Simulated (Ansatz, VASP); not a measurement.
## InSb: VASP beside Ansatz

Contents of INCAR:

```
  PREC = Accurate
  ENCUT = 520
  EDIFF = 1E-6
  ISMEAR = -1
  SIGMA = 0.03
  LREAL = False
  LASPH = True
  NELM = 100
  ALGO = Normal
  ISIF = 2
  LWAVE = False
  LCHARG = False
  GGA = PE
  NBANDS = 16
```

Contents of KPOINTS:

```
Automatic mesh
0
Gamma
  10 10 10
```

Contents of POSCAR:

```
InSb
1.0
    0.0000000000      3.2391000000      3.2391000000
    3.2391000000      0.0000000000      3.2391000000
    3.2391000000      3.2391000000      0.0000000000
In Sb
1 1
Direct
    0.0000000000      0.0000000000      0.0000000000
    0.7500000000      0.7500000000      0.7500000000
```

Input for Ansatz:

```yaml
crystal:
  lattice:
    - [0.0, 3.2391, 3.2391]
    - [3.2391, 0.0, 3.2391]
    - [3.2391, 3.2391, 0.0]
  atoms:
    - { symbol: In, position: [0.0, 0.0, 0.0] }
    - { symbol: Sb, position: [0.75, 0.75, 0.75] }
kpoints:
  mp_grid: { grid: [10, 10, 10] }
scf:
  occupations: { method: fermi_dirac, width: 0.03 }
hamiltonian:
  xc: pbe
  pseudopotentials:
    kind: all_electron
    lapw: { basis_error: 0.00025 }
    nuclear_model: point
output:
  forces: true
  stress: true
  eigenvalues: true
```

Alike in both runs: task single point; functional PBE; k mesh 10 × 10 × 10; occupations fermi-dirac, width 0.03 eV; no spin polarisation.

|  | VASP | Ansatz |
| --- | --- | --- |
| version | VASP 6.6.1 | Ansatz 0.2.0 |
| potentials or method | VASP PAW PBE potentials, release 64 (In_d, Sb), cutoff 520 eV | all-electron LAPW, scalar-relativistic |

Ansatz gave:

* pressure (GPa): 3.2

Problem. What did VASP give for the same quantities?

Solution. Pressure (GPa): 3.1.

Ansatz ran all-electron here, and VASP with PAW potentials.

Spin-orbit coupling is off throughout.
